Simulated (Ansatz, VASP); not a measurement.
**TiGaC4N4 in VASP and in Ansatz**

```xyz
10
Lattice="5.9604 0.0000 0.0000 0.0000 5.9604 0.0000 0.0000 0.0000 5.9604" Properties=species:S:1:pos:R:3 pbc="T T T"
Ti    2.9802    2.9802    2.9802
Ga    0.0000    0.0000    0.0000
C     1.1317    1.1317    1.1317
C     1.1317    4.8286    4.8286
C     4.8286    1.1317    4.8286
C     4.8286    4.8286    1.1317
N     1.8128    1.8128    1.8128
N     1.8128    4.1476    4.1476
N     4.1476    1.8128    4.1476
N     4.1476    4.1476    1.8128
```

Alike in both runs: functional PBE; k mesh 4 × 4 × 4; occupations gaussian, width 0.1 eV; collinear spin.

Ansatz relaxed the structure, and its values are those at the end. VASP's run is a single point on that final structure, the one shown.

```csv
,VASP,Ansatz
version,VASP 6.6.1,Ansatz 0.2.0
potentials or method,"VASP PAW PBE potentials, release 64 (Ti_sv, Ga_d, C, N), cutoff 520 eV","scalar-relativistic, plane waves, PAW"
valence electrons in the cell,61,61
```

|  | VASP | Ansatz | Ansatz less VASP |
| --- | --- | --- | --- |
| gap on the k mesh at the Fermi level (eV) | none | none | - |
| pressure (GPa) | 0.5 | 0.2 | -0.28 |
| rms of the force components (eV/Å) | 0.177 | 0.012 | -0.1646 |
| net moment per atom (μB) | 0.28 | 0.28 | -0.001 |
| size of the moment on the site where the two differ most (μB) | 1.32 | 0.99 | -0.328 |

Site moments also hang on the region over which each program counts them. A gap of «none» marks a metal or a gap that the smearing closes. One of these differences is far larger than is usual between the two programs; its cause wasn't traced.

Noted on VASP's run: the standard files for N, O and F lose accuracy on very short bonds.
